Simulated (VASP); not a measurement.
Write the native input for VASP 6.6.1 that does the following.

```
Task                   : relaxation of cell and atoms
Functional             : PBEsol
Potentials or basis    : VASP PAW PBE potentials, release 64 (Ca_sv)
Cutoff                 : 600 eV
k mesh                 : 9 × 9 × 9
Occupations            : fermi-dirac, width 0.05 eV
Spin                   : no spin polarisation
Dipole correction      : no
Further INCAR settings : ALGO = Fast; EDIFF = 1e-06; IBRION = 2; EDIFFG = -0.01; NSW = 60; ISIF = 3
```

The structure of Ca lies in POSCAR:

```
Ca
1.0
   -2.0964874600      2.1017318100      2.4453524600
    2.0964874600     -2.1017318100      2.4453524600
    2.0964874600      2.1017318100     -2.4453524600
Ca
1
Direct
    0.5000000000      0.5000000000      0.0000000000
```

The input as run:

INCAR

```
PREC = Accurate
ENCUT = 600
EDIFF = 1E-6
ISMEAR = -1
SIGMA = 0.05
LREAL = False
LASPH = True
NELM = 60
ALGO = Fast
ISIF = 3
LWAVE = False
LCHARG = False
GGA = PS
IBRION = 2
NSW = 60
EDIFFG = -0.01
```

KPOINTS

```
Automatic mesh
0
Gamma
  9 9 9
```

Potentials or basis: VASP PAW PBE potentials, release 64 (Ca_sv).

The run is started by

```bash
$ cat potpaw_PBE.64/Ca_sv/POTCAR > POTCAR
$ mpirun -np 1 vasp_std > vasp.out
```

Results of the run:

```
Relaxed volume                        : 40.71 Å³/atom
Relaxed cell                          : a = 3.860 Å, b = 3.860 Å, c = 3.860 Å, α = 119.90°, β = 119.98°, γ = 90.11°
Space group after relaxing (to 0.1 Å) : Fm-3m (No. 225)
Energy gained by relaxing             : 17.8 meV/atom
Ionic steps                           : 18
Pressure after relaxing               : 0.0 GPa
Band gap on the k mesh                : zero (bands 5 and 6 overlap by 0.08 eV)
```

Caveat: the PAW data sets were made with another functional, which shifts forces and pressure a little.

It took 5.5 min on 1 thread of Intel(R) Xeon(R) Platinum 8559C (Emerald Rapids) (shared host), peak memory 0.24 GiB.
